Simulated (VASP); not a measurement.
Runs of VASP 6.6.1 on Ba. The structure is that of space group Im-3m (No. 229), or close to it. The cells are those of the table. 

```tsv
cell	gap on the mesh (eV)	pressure (GPa)
a = 4.215 Å, angles 110.6, 110.6, 107.3°, 1 atom	none	-0.6
a = 4.273 Å, angles 108.4, 108.4, 111.7°, 1 atom	none	-0.9
a = 4.677 Å, angles 109.5°, 1 atom	none	-2.2
a = 3.984 Å, angles 109.5°, 1 atom	none	(b)
a = 4.100 Å, angles 108.3, 108.3, 111.8°, 1 atom	none	(a)
```

Alike in all rows: task single point; level LDA; potentials or basis VASP PAW LDA potentials, release 64 (Ba_sv); no spin polarisation; k mesh 14 × 14 × 14; cutoff (eV) 520; smearing gaussian 0.15 eV.

Problem. Estimate the missing entries.

Solution. (a) 0.3; (b) 1.3.

Caveats: spin-orbit coupling is left out, which moves the levels of the heavy elements.

A k mesh can miss the band edges, and the runs leave out spin-orbit coupling on Ba.

A gap of «none» marks levels without a gap at the run's occupations.
